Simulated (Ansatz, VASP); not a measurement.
**Ga3As in VASP and in Ansatz**

```
Ga As
1.0
     4.17475    0.00000    0.00000
    -2.08738    3.61544    0.00000
     0.00000    0.00000    7.87141
Ga As
3 1
Direct
  0.66667 0.33333 0.16545
  0.66667 0.33333 0.83455
  0.66667 0.33333 0.50000
  0.33333 0.66667 0.50000
```

Alike in both runs: functional PBE; k mesh 6 × 6 × 2; occupations gaussian, width 0.1 eV; no spin polarisation.

Ansatz relaxed the structure, and its values are those at the end. VASP's run is a single point on that final structure, the one shown.

|  | VASP | Ansatz |
| --- | --- | --- |
| version | VASP 6.6.1 | Ansatz 0.2.0 |
| potentials or method | VASP PAW PBE potentials, release 64 (Ga_d, As), cutoff 520 eV | scalar-relativistic, plane waves, PAW |
| valence electrons in the cell | 44 | 54 |

|  | VASP | Ansatz | Ansatz less VASP |
| --- | --- | --- | --- |
| gap on the k mesh at the Fermi level (eV) | none | none | - |
| pressure (GPa) | 0.1 | 0.0 | -0.09 |
| rms of the force components (eV/Å) | 0.006 | 0.005 | -0.0010 |

A gap of «none» marks a metal or a gap that the smearing closes. VASP's potentials hold 44 valence electrons a cell and Ansatz's 54, so a difference there can come from the potentials and not from the codes.

The k mesh is coarse, so the values compare programs but aren't converged.
